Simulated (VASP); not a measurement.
Here is a VASP 6.6.1 calculation.

File INCAR:

```
SYSTEM = BN
PREC = Accurate
ENCUT = 600
EDIFF = 1E-6
ISMEAR = 0
SIGMA = 0.02
LREAL = .False.
LASPH = .True.
NELM = 120
ALGO = Normal
ISIF = 2
LWAVE = .False.
LCHARG = .False.
GGA = PE
NBANDS = 11
GGA_COMPAT = .False.
```

Contents of KPOINTS:

```
Automatic mesh
0
Gamma
  12 12 12
  0 0 0
```

Contents of POSCAR:

```
BN
1.0
    0.0000000000      1.7753520627      1.7753520627
    1.7753520627      0.0000000000      1.7753520627
    1.7753520627      1.7753520627      0.0000000000
B N
1 1
Direct
    0.0000000000      0.0000000000      0.0000000000
    0.2500000000      0.2500000000      0.2500000000
```

Potentials or basis: VASP PAW PBE potentials, release 64 (B, N).

Command:

```sh
$ cat potpaw_PBE.64/B/POTCAR potpaw_PBE.64/N/POTCAR > POTCAR
$ mpirun -np 1 vasp_std > vasp.out
```

(1) Predict the pressure.

(2) What does it give for the band gap on the k mesh?

## Answers

(1) 25.9 GPa.

(2) 4.51 eV (least direct gap 9.08 eV).

Caveat: the cell stands under pressure.
